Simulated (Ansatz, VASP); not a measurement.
## One calculation of Si2Mo, two programs

The input INCAR:

```
SYSTEM = Si2Mo
ALGO     = Normal         ! electronic algorithm
EDIFF    = 1E-6           ! SCF threshold, eV
ENCUT    = 520            ! plane-wave cutoff, eV
GGA      = PE             ! functional
ISIF     = 2              ! what is computed and relaxed
ISMEAR   = -1             ! smearing method
LASPH    = .TRUE.         ! aspherical terms in the spheres
LCHARG   = .FALSE.        ! write CHGCAR
LREAL    = .FALSE.        ! projectors in reciprocal space
LWAVE    = .FALSE.        ! write WAVECAR
NBANDS   = 18             ! bands
NELM     = 60             ! most SCF steps
PREC     = Accurate       ! precision mode
SIGMA    = 0.05           ! smearing width, eV
```

File KPOINTS:

```
k-points
0
G
  12 12 12
  0 0 0
```

File POSCAR:

```
Si2Mo
1.0
   -1.5783757276      1.5783757276      3.8773786233
    1.5783757276     -1.5783757276      3.8773786233
    1.5783757276      1.5783757276     -3.8773786233
Mo Si
1 2
Direct
    0.0000000000      0.0000000000      0.0000000000
    0.6670000000      0.6670000000      0.0000000000
    0.3330000000      0.3330000000      0.0000000000
```

input.yaml

```yaml
crystal:
  lattice:
    - [-1.5783757276, 1.5783757276, 3.8773786233]
    - [1.5783757276, -1.5783757276, 3.8773786233]
    - [1.5783757276, 1.5783757276, -3.8773786233]
  atoms:
    - { symbol: Mo, position: [0.0, 0.0, 0.0] }
    - { symbol: Si, position: [0.667, 0.667, 0.0] }
    - { symbol: Si, position: [0.333, 0.333, 0.0] }
hamiltonian:
  xc: pbe
  pseudopotentials: { kind: paw, azcp: { folder: soft_1 } }
kpoints:
  mp_grid: { grid: [12, 12, 12] }
scf:
  occupations: { method: fermi_dirac, width: 0.05 }
output:
  forces: true
  stress: true
  eigenvalues: true
```

Alike in both runs: task single point; functional PBE; k mesh 12 × 12 × 12; occupations fermi-dirac, width 0.05 eV; no spin polarisation.

|  | VASP | Ansatz |
| --- | --- | --- |
| version | VASP 6.6.1 | Ansatz 0.2.0 |
| potentials or method | VASP PAW PBE potentials, release 64 (Mo_sv, Si) | Ansatz PAW soft_1 |
| plane-wave cutoff (eV) | 520 | 420 |
| valence electrons in the cell | 22 | 22 |

```csv
,VASP,Ansatz,Ansatz less VASP
gap on the k mesh at the Fermi level (eV),none,none,-
pressure (GPa),12.2,12.0,-0.16
"traceless stress, the component that is largest in VASP (GPa)",0.04,0.06,+0.014
rms of the force components (eV/Å),0.098,0.100,+0.0024
```

Atom by atom the forces differ by 0.002 eV/Å (rms over components). A gap of «none» marks a metal or a gap that the smearing closes.
